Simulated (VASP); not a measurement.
Wanted: the native input for a VASP 6.6.1 run.

- Task: single point
- Functional: PBE
- Potentials or basis: VASP PAW PBE potentials, release 64 (Be, C_h, O_h)
- Cutoff: 1000 eV
- k mesh: 6 × 6 × 1
- Occupations: gaussian, width 0.1 eV
- Spin: no spin polarisation
- Dipole correction: yes
- Further INCAR settings: LREAL = Auto; ALGO = Normal; EDIFF = 1e-06; NBANDS = 36; NELMDL = -8

The structure of Be16CO lies in POSCAR:

```
Be16CO
1.0
    4.5254381410      0.0000000000      0.0000000000
   -2.2627190705      3.9191443934      0.0000000000
    0.0000000000      0.0000000000     23.4761687145
Be C O
16 1 1
Direct
    0.3333333333      0.1666666667      0.1703855535
    0.3333333333      0.6666666667      0.1703855535
    0.8333333333      0.1666666667      0.1703855535
    0.8333333333      0.6666666667      0.1703855535
    0.1666666667      0.3333333333      0.2463521558
    0.1666666667      0.8333333333      0.2463521558
    0.6666666667      0.3333333333      0.2463521558
    0.6666666667      0.8333333333      0.2463521558
    0.3333333333      0.1666666667      0.3241941575
    0.3333333333      0.6666666667      0.3241941575
    0.8333333333      0.1666666667      0.3241941575
    0.8333333333      0.6666666667      0.3241941575
    0.1666666667      0.3333333333      0.4036505628
    0.1666666667      0.8333333333      0.4036505628
    0.6666666667      0.3333333333      0.4036505628
    0.6666666667      0.8333333333      0.4036505628
    0.1666666667      0.3333333333      0.5088636421
    0.1666666667      0.3333333333      0.5582754526
```

One way to write it, as run:

INCAR

```
SYSTEM = Be16CO
PREC = Accurate
ENCUT = 1000
EDIFF = 1E-6
ISMEAR = 0
SIGMA = 0.1
LREAL = Auto
LASPH = .True.
NELM = 120
ALGO = Normal
ISIF = 2
LWAVE = .False.
LCHARG = .False.
LDIPOL = .True.
IDIPOL = 3
DIPOL = 0.5 0.5 0.314
GGA = PE
NBANDS = 36
GGA_COMPAT = .False.
NELMDL = -8
```

KPOINTS

```
regular mesh
0
Gamma
  6 6 1
  0 0 0
```

Potentials or basis: VASP PAW PBE potentials, release 64 (Be, C_h, O_h).

Run with:

```sh
$ cat potpaw_PBE.64/Be/POTCAR potpaw_PBE.64/C_h/POTCAR potpaw_PBE.64/O_h/POTCAR > POTCAR
$ mpirun -np 1 vasp_std > vasp.out
```

Results of the run:

- Largest force: 1.973 eV/Å
- Band gap on the k mesh: zero (bands 21 and 22 overlap by 1.99 eV)

Run time: 14 min on 1 thread of Intel(R) Xeon(R) Platinum 8375C CPU @ 2.90GHz (Ice Lake), with other jobs on the host, peak memory 1.1 GiB.
